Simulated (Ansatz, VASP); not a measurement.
# Bi in VASP and in Ansatz

```
Bi
1.0
     4.47765    0.00000    0.00000
    -2.23883    3.87776    0.00000
     0.00000    0.00000   11.66913
Bi
2
Direct
  0.33333 0.66667 0.25000
  0.66667 0.33333 0.75000
```

Change from the starting cell: volume scaled by 0.96.

Alike in both runs: task single point; functional PBEsol; k mesh 9 × 9 × 3; occupations fermi-dirac, width 0.03 eV; no spin polarisation.

```csv
,VASP,Ansatz
version,VASP 6.6.1,Ansatz 0.2.0
potentials or method,"VASP PAW PBE potentials, release 64 (Bi_d), cutoff 520 eV","all-electron LAPW, scalar-relativistic"
```

```tsv
	VASP	Ansatz	Ansatz less VASP
pressure (GPa)	-3.8	-3.8	+0.03
traceless stress, the component that is largest in VASP (GPa)	3.34	3.34	+0.001
```

VASP's potentials were made for PBE, not for PBEsol. Ansatz ran all-electron here, and VASP with PAW potentials.

Spin-orbit coupling is off throughout.
